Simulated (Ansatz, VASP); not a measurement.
# Cs2AgBiBr6: VASP beside Ansatz

Contents of INCAR:

```
PREC = Accurate
ENCUT = 630
EDIFF = 1E-6
ISMEAR = -1
SIGMA = 0.05
LREAL = F
LASPH = T
NELM = 200
ALGO = Normal
ISIF = 2
LWAVE = F
LCHARG = F
LMAXMIX = 4
LDAU = T
LDAUTYPE = 2
LDAUL = -1 -1 2 -1
LDAUU = 0 0 6 0
LDAUJ = 0 0 0 0
LDAUPRINT = 1
GGA = PS
NBANDS = 58
GGA_COMPAT = F
```

Contents of KPOINTS:

```
Automatic mesh
0
Gamma
  4 4 4
```

Contents of POSCAR:

```
Cs2AgBiBr6
1.0
    0.0000000000      5.6161000000      5.6161000000
    5.6161000000      0.0000000000      5.6161000000
    5.6161000000      5.6161000000      0.0000000000
Bi Cs Ag Br
1 2 1 6
Direct
    0.0000000000      0.0000000000      0.0000000000
    0.7500000000      0.7500000000      0.7500000000
    0.2500000000      0.2500000000      0.2500000000
    0.5000000000      0.5000000000      0.5000000000
    0.7494500000      0.7494500000      0.2505500000
    0.2505500000      0.2505500000      0.7494500000
    0.7494500000      0.2505500000      0.2505500000
    0.7494500000      0.2505500000      0.7494500000
    0.2505500000      0.7494500000      0.7494500000
    0.2505500000      0.7494500000      0.2505500000
```

The input input.yaml:

```yaml
crystal:
  lattice:
    - [0.0, 5.6161, 5.6161]
    - [5.6161, 0.0, 5.6161]
    - [5.6161, 5.6161, 0.0]
  atoms:
    - { symbol: Bi, position: [0.0, 0.0, 0.0] }
    - { symbol: Cs, position: [0.75, 0.75, 0.75] }
    - { symbol: Cs, position: [0.25, 0.25, 0.25] }
    - { symbol: Ag, position: [0.5, 0.5, 0.5] }
    - { symbol: Br, position: [0.74945, 0.74945, 0.25055] }
    - { symbol: Br, position: [0.25055, 0.25055, 0.74945] }
    - { symbol: Br, position: [0.74945, 0.25055, 0.25055] }
    - { symbol: Br, position: [0.74945, 0.25055, 0.74945] }
    - { symbol: Br, position: [0.25055, 0.74945, 0.74945] }
    - { symbol: Br, position: [0.25055, 0.74945, 0.25055] }
hamiltonian:
  xc: pbesol
  pseudopotentials: { kind: paw }
  hubbard: { sites: [{ species: Ag, l: d, u_eff: 6.0 }] }
kpoints:
  mp_grid: { grid: [4, 4, 4] }
scf:
  occupations: { method: fermi_dirac, width: 0.05 }
  n_extra_bands: 25
output:
  forces: true
  stress: true
  eigenvalues: true
  dos: { projected: true, de: 0.05, nscf_kmesh: { grid: [6, 6, 6] } }
  write_density: true
  write_potential: true
  elf: true
  volumetric_format: npy
```

Alike in both runs: functional PBEsol; k mesh 4 × 4 × 4; occupations fermi-dirac, width 0.05 eV; no spin polarisation; Hubbard terms Ag d U = 6.0 eV.

|  | VASP | Ansatz |
| --- | --- | --- |
| version | VASP 6.6.1 | Ansatz 0.2.0 |
| potentials or method | VASP PAW PBE potentials, release 64 (Bi_d, Cs_sv, Ag_sv_GW, Br) | Ansatz PAW |
| plane-wave cutoff (eV) | 630 | 420 |
| valence electrons in the cell | 94 | 94 |
| task | single point | projected density of states |

```csv
,VASP,Ansatz,Ansatz less VASP
gap on the k mesh at the Fermi level (eV),1.51,1.55,+0.048
least direct gap on the mesh (eV),2.64,2.59,-0.055
pressure (GPa),0.1,0.2,+0.06
rms of the force components (eV/Å),0.099,0.071,-0.0276
```

VASP's potentials were made for PBE, not for PBEsol. The programs project onto different local orbitals, so the same U acts differently, and such runs can settle in different states. Atom by atom the forces differ by 0.028 eV/Å (rms over components).

Neither program's run includes spin-orbit coupling.
